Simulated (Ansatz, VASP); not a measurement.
## Zr2TeSe in VASP and in Ansatz

Contents of INCAR:

```
SYSTEM = Zr2TeSe
PREC = Accurate ; ENCUT = 600
EDIFF = 1E-7 ; ISMEAR = 0
SIGMA = 0.1 ; LREAL = .False.
LASPH = .True. ; NELM = 100
ALGO = Normal ; ISIF = 3
LWAVE = .False. ; LCHARG = .False.
GGA = PE ; IBRION = 2
NSW = 90 ; EDIFFG = -0.04
```

KPOINTS

```
regular mesh
0
Gamma
  6 6 4
  0 0 0
```

The input POSCAR:

```
Zr2TeSe
1.0
    4.0569547000      0.0000000000      0.0000000000
   -2.0284773500      3.5134258300      0.0000000000
    0.0000000000      0.0000000000      5.5838233100
Zr Te Se
2 1 1
Direct
    0.6666666700      0.3333333300      0.2363359900
    0.6666666700      0.3333333300      0.7636640100
    0.0000000000      0.0000000000      0.5000000000
    0.3333333300      0.6666666700      0.0000000000
```

Input for Ansatz:

```yaml
crystal:
  lattice:
    - [4.0569547, 0.0, 0.0]
    - [-2.02847735, 3.51342583, 0.0]
    - [0.0, 0.0, 5.58382331]
  atoms:
    - { symbol: Zr, position: [0.66666667, 0.33333333, 0.23633599] }
    - { symbol: Zr, position: [0.66666667, 0.33333333, 0.76366401] }
    - { symbol: Te, position: [0.0, 0.0, 0.5] }
    - { symbol: Se, position: [0.33333333, 0.66666667, 0.0] }
basis:
  ecutwfc: 420
kpoints:
  mp_grid: { grid: [6, 6, 4] }
hamiltonian:
  xc: pbe
scf:
  occupations: { method: gaussian, width: 0.1 }
  lower_state_search: "off"
output:
  forces: true
  stress: true
  eigenvalues: true
relax:
  adjacent_minimum: "off"
  f_tol: 0.04
  max_steps: 70
  cell: { stress_tol: 0.4 }
```

Change from the starting cell: species swapped into the Co2SbAs type (P-6m2, No. 187).

Alike in both runs: task relaxation of cell and atoms; functional PBE; k mesh 6 × 6 × 4; occupations gaussian, width 0.1 eV; no spin polarisation.

|  | VASP | Ansatz |
| --- | --- | --- |
| version | VASP 6.6.1 | Ansatz 0.2.0 |
| potentials or method | VASP PAW PBE potentials, release 64 (Zr_sv, Te, Se), cutoff 600 eV | scalar-relativistic, plane waves, PAW |
| valence electrons in the cell | 36 | 56 |

VASP gave:

| Property | Result |
| --- | --- |
| gap on the k mesh at the Fermi level, each at its own relaxed structure (eV) | none |
| relaxed volume (Å³/atom) | 22.04 |
| relaxed cell length with the largest relative difference (Å) | 7.708 |

**Question.** Estimate Ansatz's values.

**Answer.** gap on the k mesh at the Fermi level, each at its own relaxed structure (eV): none; relaxed volume (Å³/atom): 21.98; relaxed cell length with the largest relative difference (Å): 7.701.

A gap of «none» marks a metal or a gap that the smearing closes. VASP's potentials hold 36 valence electrons a cell and Ansatz's 56, so a difference there can come from the potentials and not from the codes.

Spin-orbit coupling is off throughout.
